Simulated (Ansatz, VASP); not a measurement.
**One calculation of CoO, two programs**

```
Co O
1.0
     1.46420    0.84536    2.37305
    -1.46420    0.84536    2.37305
     0.00000   -1.69072    2.37305
Co O
1 1
Direct
  0.00000 0.00000 0.00000
  0.50000 0.50000 0.50000
```

Alike in both runs: task single point; functional PBE; k mesh 12 × 12 × 12; occupations gaussian, width 0.02 eV; no spin polarisation; Hubbard terms Co d U = 3.32 eV.

|  | VASP | Ansatz |
| --- | --- | --- |
| version | VASP 6.6.1 | Ansatz 0.2.0 |
| potentials or method | VASP PAW PBE potentials, release 64 (Co, O), cutoff 520 eV | scalar-relativistic, plane waves, PAW |
| valence electrons in the cell | 15 | 23 |

```tsv
	VASP	Ansatz	Ansatz less VASP
gap on the k mesh at the Fermi level (eV)	none	none	-
pressure (GPa)	-5.6	-3.3	+2.30
traceless stress, the component that is largest in VASP (GPa)	0.82	0.82	-0.003
```

The programs project onto different local orbitals, so the same U acts differently, and such runs can settle in different states. A gap of «none» marks a metal or a gap that the smearing closes. VASP's potentials hold 15 valence electrons a cell and Ansatz's 23, so a difference there can come from the potentials and not from the codes. Ansatz's warnings: filled band counts differ across k points.
